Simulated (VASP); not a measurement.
A run of VASP 6.6.1:

File POSCAR:

```
ZnSe
1.0
    0.0000000000      2.8324246766      2.8324246766
    2.8324246766      0.0000000000      2.8324246766
    2.8324246766      2.8324246766      0.0000000000
Zn Se
1 1
Direct
    0.0000000000      0.0000000000      0.0000000000
    0.2500000000      0.2500000000      0.2500000000
```

INCAR.step1

```
PREC = Accurate
ENCUT = 520
ISMEAR = 0
SIGMA = 0.01
LREAL = False
LASPH = True
NELM = 100
NBANDS = 16
GGA = PE
ALGO = Normal
EDIFF = 1E-4
LWAVE = True
LCHARG = False
```

The input INCAR.step2:

```
PREC = Accurate
ENCUT = 520
EDIFF = 1E-6
ISMEAR = 0
SIGMA = 0.01
LREAL = False
LASPH = True
NELM = 100
ALGO = Normal
ISIF = 2
LWAVE = False
LCHARG = False
METAGGA = R2SCAN
LMIXTAU = True
NBANDS = 16
ISTART = 1
```

File KPOINTS:

```
Automatic mesh
0
Gamma
  6 6 6
```

Potentials or basis: VASP PAW PBE potentials, release 64 (Zn, Se).

The run is started by

```bash
$ cat potpaw_PBE.64/Zn/POTCAR potpaw_PBE.64/Se/POTCAR > POTCAR
$ cp INCAR.step1 INCAR
$ mpirun -np 1 vasp_std > vasp.out
$ cp INCAR.step2 INCAR
$ mpirun -np 1 vasp_std > vasp.out
```

Hardware: 1 thread of Intel(R) Xeon(R) 6975P-C (Granite Rapids), on a shared host.

Q: How long does it take, and how much memory?

A: It took 36 s on 1 thread of Intel(R) Xeon(R) 6975P-C (Granite Rapids) (shared host), peak memory 0.17 GiB. Counts: k points 16.
